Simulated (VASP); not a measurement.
# SnSe2 (P-3m1) in VASP: notebook

The runs below take SnSe2 through single point, relaxation of cell and atoms, with r2SCAN.

Program: VASP 6.6.1. These are calculated values, not measurements. Logs are shortened: lines on timing, memory, paths and dates and some standing lists are left out, and cuts for length are marked.

**1. The cell of the first run**

It takes space group P-3m1 (No. 164, trigonal). Conventional cell: a = 3.841 Å, b = 3.841 Å, c = 6.655 Å, α = 90.00°, β = 90.00°, γ = 120.00°. Within 3.6 Å of Sn (site symmetry -3m) lie 6 Se at 2.72 Å. Se (site symmetry 3m) has 3 Sn at 2.72 Å within 3.6 Å.

**2. Single point, r2SCAN (strain along c alone, the other axes held: +2.0 %, then relaxed in part)**

POSCAR

```
SnSe2
1.0
    3.8405603077      0.0000000000      0.0000000000
   -1.9202801539      3.3260227912      0.0000000000
    0.0000000000      0.0000000000      6.6551244967
Sn Se
1 2
Direct
    0.0000000000      0.0000000000      0.0000000000
    0.6666666667      0.3333333333      0.7633438561
    0.3333333333      0.6666666667      0.2366561439
```

INCAR.step1

```
PREC     = Accurate       # precision mode
ENCUT    = 520            # plane-wave cutoff, eV
ISMEAR   = 0              # smearing method
SIGMA    = 0.02           # smearing width, eV
LREAL    = False          # projectors in reciprocal space
LASPH    = True           # aspherical terms in the spheres
NELM     = 60             # most SCF steps
NBANDS   = 20             # bands
GGA      = PE             # functional
ALGO     = Normal         # electronic algorithm
EDIFF    = 1E-4           # SCF threshold, eV
LWAVE    = True           # write WAVECAR
LCHARG   = False          # write CHGCAR
```

INCAR.step2

```
PREC     = Accurate       # precision mode
ENCUT    = 520            # plane-wave cutoff, eV
EDIFF    = 1E-6           # SCF threshold, eV
ISMEAR   = 0              # smearing method
SIGMA    = 0.02           # smearing width, eV
LREAL    = False          # projectors in reciprocal space
LASPH    = True           # aspherical terms in the spheres
NELM     = 60             # most SCF steps
ALGO     = Normal         # electronic algorithm
ISIF     = 2              # what is computed and relaxed
LWAVE    = False          # write WAVECAR
LCHARG   = True           # write CHGCAR
METAGGA  = R2SCAN         # meta-GGA
LMIXTAU  = True         
LELF     = True           # ELF
LVHAR    = True         
NBANDS   = 20             # bands
ISTART   = 1
```

KPOINTS

```
Automatic mesh
0
Gamma
  12 12 4
```

Potentials or basis: VASP PAW PBE potentials, release 64 (Sn_d, Se).

On the command line:

```console
cat potpaw_PBE.64/Sn_d/POTCAR potpaw_PBE.64/Se/POTCAR > POTCAR
cp INCAR.step1 INCAR
mpirun -np 1 vasp_std > vasp.out
cp INCAR.step2 INCAR
mpirun -np 1 vasp_std > vasp.out
```

OUTCAR:

```text
PREC = Accurate
   ENCUT = 520
   EDIFF = 1E-6
   ISMEAR = 0
   LREAL = False
   LASPH = True
   NELM = 60
   ISIF = 2
   METAGGA = R2SCAN
   ISTART = 1

 ion  position               nearest neighbor table
   1  0.000  0.000  0.000-   2 2.72   3 2.72   3 2.72   2 2.72   2 2.72   3 2.72
   2  0.667  0.333  0.763-   1 2.72   1 2.72   1 2.72
   3  0.333  0.667  0.237-   1 2.72   1 2.72   1 2.72

  LATTYP: Found a hexagonal cell.
 ALAT       =     3.8405603077
 C/A-ratio  =     1.7328524912

  Lattice vectors:

 A1 = (   3.8405603077,   0.0000000000,   0.0000000000)
 A2 = (  -1.9202801539,   3.3260227912,   0.0000000000)
 A3 = (   0.0000000000,   0.0000000000,   6.6551244967)

Analysis of symmetry for initial positions (statically):
=====================================================================
 Subroutine PRICEL returns:
 Original cell was already a primitive cell.

 Routine SETGRP: Setting up the symmetry group for a
 hexagonal supercell.

 Subroutine GETGRP returns: Found 12 space group operations
 (whereof 12 operations were pure point group operations)
 out of a pool of 24 trial point group operations.

The static configuration has the point symmetry D_3d.

Analysis of symmetry for dynamics (positions and initial velocities):
=====================================================================
 Subroutine PRICEL returns:
 Original cell was already a primitive cell.

 Routine SETGRP: Setting up the symmetry group for a
 hexagonal supercell.

 Subroutine GETGRP returns: Found 12 space group operations
 (whereof 12 operations were pure point group operations)
 out of a pool of 24 trial point group operations.

The dynamic configuration has the point symmetry D_3d.

 Subroutine INISYM returns: Found 12 space group operations
 (whereof 12 operations are pure point group operations),
 and found     1 'primitive' translations

----------------------------------------------------------------------------------------

                                     Primitive cell

  volume of cell :      85.0112

  direct lattice vectors                    reciprocal lattice vectors
     3.840560308  0.000000000  0.000000000     0.260378674  0.150329697  0.000000000
    -1.920280154  3.326022791  0.000000000     0.000000000  0.300659395  0.000000000
     0.000000000  0.000000000  6.655124497     0.000000000  0.000000000  0.150260149

  length of vectors
     3.840560308  3.840560308  6.655124497     0.300659395  0.300659395  0.150260149

  position of ions in fractional coordinates (direct lattice)
     0.000000000  0.000000000  0.000000000
     0.666666667  0.333333333  0.763343856
     0.333333333  0.666666667  0.236656144

  ion indices of the primitive-cell ions
   primitive index   ion index
                 1           1
                 2           2
                 3           3

----------------------------------------------------------------------------------------

 KPOINTS: Automatic mesh

Automatic generation of k-mesh.
 Grid dimensions read from file:
 generate k-points for:   12   12    4

 Generating k-lattice:

  Cartesian coordinates                     Fractional coordinates (reciprocal lattice)
     0.021698223  0.012527475  0.000000000     0.083333333  0.000000000  0.000000000
     0.000000000  0.025054950  0.000000000     0.000000000  0.083333333  0.000000000
     0.000000000  0.000000000  0.037565037     0.000000000  0.000000000  0.250000000

  Length of vectors
     0.025054950  0.025054950  0.037565037

  Shift w.r.t. Gamma in fractional coordinates (k-lattice)
     0.000000000  0.000000000  0.000000000

 Subroutine IBZKPT returns following result:
 ===========================================

 Found     69 irreducible k-points:

 Following reciprocal coordinates:
            Coordinates               Weight
  0.000000  0.000000  0.000000      1.000000
  0.083333  0.000000  0.000000      6.000000
  0.166667  0.000000  0.000000      6.000000
  0.250000  0.000000  0.000000      6.000000
  0.333333  0.000000  0.000000      6.000000
  0.416667  0.000000  0.000000      6.000000
[... 16 lines left out ...]
  0.166667  0.000000  0.250000      6.000000
  0.000000  0.166667  0.250000      6.000000
 [... further k-points ...]
   k-points           NKPTS =     69   k-points in BZ     NKDIM =     69   number of bands    NBANDS=     20
   number of dos      NEDOS =    301   number of ions     NIONS =      3
   total plane-waves  NPLWV =  45000
   dimension x,y,z NGX =    30 NGY =   30 NGZ =   50
   dimension x,y,z NGXF=    60 NGYF=   60 NGZF=  100
   ions per type =               1   2
   NGX,Y,Z   is equivalent  to a cutoff of  12.99, 12.99, 12.49 a.u.
   NGXF,Y,Z  is equivalent  to a cutoff of  25.97, 25.97, 24.98 a.u.
 SYSTEM =  unknown system
   PREC   = accura    normal or accurate (medium, high low for compatibility)
   ISTART =      1    job   : 0-new  1-cont  2-samecut
   ICHARG =      0    charge: 1-file 2-atom 10-const
   ISPIN  =      1    spin polarized calculation?
   LNONCOLLINEAR =      F non collinear calculations
   LSORBIT =      F    spin-orbit coupling
   LASPH  =      T    aspherical Exc in radial PAW
   ENCUT  =  520.0 eV  38.22 Ry    6.18 a.u.   7.14  7.14 12.37*2*pi/ulx,y,z
   NELM   =     60;   NELMIN=  2; NELMDL=  0     # of ELM steps
   EDIFF  = 0.1E-05   stopping-criterion for ELM
   LREAL  =      F    real-space projection
   EDIFFG = 0.1E-04   stopping-criterion for IOM
   NSW    =      0    number of steps for IOM
   IBRION =     -1    ionic relax: 0-MD 1-quasi-New 2-CG
   NFREE  =      0    steps in history (QN), initial steepest desc. (CG)
   ISIF   =      2    stress and relaxation
   ISYM   =      2    0-nonsym 1-usesym 2-fastsym
   POTIM  = 0.5000    time-step for ionic-motion
   TEBEG  =    0.0;   TEEND  =   0.0 temperature during run
   PSTRESS=    0.0 pullay stress
   NELECT =      26.0000    total number of electrons
   NUPDOWN=      -1.0000    fix difference up-down
   EMIN   =  10.00;   EMAX   =-10.00  energy-range for DOS
   EFERMI =   0.00;   METHOD = LEGACY
   ISMEAR =     0;   SIGMA  =   0.02  broadening in eV -4-tet -1-fermi 0-gaus
   EFERMI_NEDOS =   21; number of points for ismear=-14 and -15
   IALGO  =     38    algorithm
   IMIX   =      4    mixing-type and parameters
     AMIX     =   0.40;   BMIX     =  1.00
     AMIX_MAG =   1.60;   BMIX_MAG =  1.00
  volume/ion in A,a.u.               =      28.34       191.23
  Fermi-wavevector in a.u.,A,eV,Ry     =   1.102996  2.084360 16.552851  1.216600
  Thomas-Fermi vector in A             =   2.239447
   LORBIT       =      0    0 simple, 1 ext, 2 COOP (PROOUT), +10 PAW based schemes
   METAGGA = R2SCAN    functional components
   LHFCALC =     F    Hartree Fock is set to
   AEXX    =    0.0000 exact exchange contribution
   IVDW    =     0    specifies the selected vdW correction
   LEPSILON=     F    determine dielectric tensor
   LRPA    =     F    only Hartree local field effects (RPA)
 non-spin polarized calculation
 Gauss-broadening in eV      SIGMA  =   0.02
  energy-cutoff  :      520.00
  volume of cell :       85.01
 maximum number of plane-waves:      2310
 NGX is ok and might be reduce to    30
   NGX = 15   NGY = 15   NGZ = 25

 number of electron      25.9999999 magnetization

 Free energy of the ion-electron system (eV)
  ---------------------------------------------------
  ext. energy  EPLUGINS =         0.00000000
  ---------------------------------------------------
  free energy    TOTEN  =       -54.63825179 eV

  energy without entropy =      -54.63825179  energy(sigma->0) =      -54.63825179

 E-fermi :   2.9596     XC(G=0):  -9.4609

 val. band max:        2.8180403367   @ k =   0.1667   0.0000   0.0000
 cond. band min:       3.8534558075   @ k =   0.5000   0.0000   0.5000
 fundamental gap:      1.0354154708
 Fermi energy:         2.9595984862

 k-point     1 :       0.0000    0.0000    0.0000
  band No.  band energies     occupation
      1     -18.9671      2.00000
      2     -18.9670      2.00000
      3     -18.9119      2.00000
      4     -18.9052      2.00000
      5     -18.9052      2.00000
      6     -11.2289      2.00000
[... 12 lines left out ...]
     19      12.3701      0.00000
     20      12.3701      0.00000

 k-point     2 :       0.0833    0.0000    0.0000
  band No.  band energies     occupation
      1     -18.9704      2.00000
      2     -18.9648      2.00000
      3     -18.9102      2.00000
      4     -18.9065      2.00000
      5     -18.9047      2.00000
      6     -11.1601      2.00000
[... 12 lines left out ...]
     19      11.6884      0.00000
     20      12.4931      0.00000

 k-point     3 :       0.1667    0.0000    0.0000
  band No.  band energies     occupation
      1     -18.9802      2.00000
      2     -18.9593      2.00000
      3     -18.9114      2.00000
      4     -18.9037      2.00000
      5     -18.9027      2.00000
      6     -10.9585      2.00000
[... 12 lines left out ...]
     19      11.8153      0.00000
     20      12.3371      0.00000

 k-point     4 :       0.2500    0.0000    0.0000
  band No.  band energies     occupation
      1     -18.9943      2.00000
      2     -18.9532      2.00000
      3     -18.9162      2.00000
      4     -18.8984      2.00000
      5     -18.8957      2.00000
      6     -10.6411      2.00000
[... 12 lines left out ...]
     19      11.8822      0.00000
     20      12.3735      0.00000

 k-point     5 :       0.3333    0.0000    0.0000
  band No.  band energies     occupation
      1     -19.0091      2.00000
      2     -18.9492      2.00000
      3     -18.9208      2.00000
      4     -18.8922      2.00000
      5     -18.8873      2.00000
      6     -10.2461      2.00000
[... 12 lines left out ...]
     19      12.2203      0.00000
     20      12.7796      0.00000
[... 353 lines left out ...]
      6     -11.1217      2.00000
[... 12 lines left out ...]
     19      11.5821      0.00000
     20      12.4328      0.00000

 k-point    22 :       0.0000    0.0833    0.2500
  band No.  band energies     occupation
      1     -18.9704      2.00000
      2     -18.9648      2.00000
      3     -18.9102      2.00000
      4     -18.9065      2.00000
      5     -18.9047      2.00000
      6     -11.1217      2.00000
[... 12 lines left out ...]
     19      11.7554      0.00000
     20      12.2737      0.00000

 k-point    23 :       0.1667    0.0000    0.2500
  band No.  band energies     occupation
      1     -18.9802      2.00000
      2     -18.9593      2.00000
      3     -18.9113      2.00000
      4     -18.9037      2.00000
      5     -18.9027      2.00000
      6     -10.9210      2.00000
[... 12 lines left out ...]
     19      11.6732      0.00000
     20      12.5869      0.00000

 k-point    24 :       0.0000    0.1667    0.2500
  band No.  band energies     occupation
      1     -18.9802      2.00000
      2     -18.9593      2.00000
      3     -18.9114      2.00000
      4     -18.9037      2.00000
      5     -18.9027      2.00000
      6     -10.9208      2.00000
[... 12 lines left out ...]
     19      11.6537      0.00000
     20      12.1852      0.00000

 [... further k-points ...]

------------------------ aborting loop because EDIFF is reached ----------------------------------------

  FORCE on cell =-STRESS in cart. coord.  units (eV):
  Direction    XX          YY          ZZ          XY          YZ          ZX
  --------------------------------------------------------------------------------------
  -------------------------------------------------------------------------------------
  Total       -0.0251052     -0.0251052     -0.0846040      0.0000000      0.0000000     -0.0000000
  in kB       -0.4731500     -0.4731500     -1.5945033      0.0000000      0.0000000     -0.0000000
  external PRESSURE =      -0.8469344 kB  Pullay stress =       0.0000000 kB

 VOLUME and BASIS-vectors are now :
 -----------------------------------------------------------------------------
  energy-cutoff  :      520.00
  volume of cell :       85.01
      direct lattice vectors                 reciprocal lattice vectors
     3.840560308  0.000000000  0.000000000     0.260378674  0.150329697  0.000000000
    -1.920280154  3.326022791  0.000000000     0.000000000  0.300659395  0.000000000
     0.000000000  0.000000000  6.655124497     0.000000000  0.000000000  0.150260149

 POSITION                                       TOTAL-FORCE (eV/Angst)
 -----------------------------------------------------------------------------------
      0.00000      0.00000      0.00000        -0.000000      0.000000      0.000000
      1.92028      1.10867      5.08015         0.000000     -0.000000     -0.013087
     -0.00000      2.21735      1.57498         0.000000      0.000000      0.013087
 -----------------------------------------------------------------------------------
    total drift:                                0.000000     -0.000000      0.000000

  FREE ENERGIE OF THE ION-ELECTRON SYSTEM (eV)
  ---------------------------------------------------
  free  energy   TOTEN  =       -54.6382517939 eV

  energy  without entropy=      -54.6382517939  energy(sigma->0) =      -54.63825179
```

It took 5.4 min on 1 thread of Intel Xeon Platinum 8488C (Sapphire Rapids), shared host; peak memory 0.28 GiB.

Results:

```
Free energy            : -54.6383 eV
Pressure               : -0.1 GPa
Largest force          : 0.013 eV/Å
Band gap on the k mesh : 1.04 eV (least direct gap 1.45 eV)
```

Forces in eV/Å, atoms in the order of the input:
```
Sn   0.000  0.000  0.000
Se   0.000  0.000 -0.013
Se   0.000  0.000  0.013
```

Caveat: the cell differs from its parent crystal (strain along c alone, the other axes held: +2.0 %, then relaxed in part); the PAW data sets were made with another functional, which shifts forces and pressure a little; spin-orbit coupling is left out, which moves the levels of the heavy elements.

[end of part 1 of 2]

The gap in the log of VASP goes by the Fermi energy; the results here count the filled bands.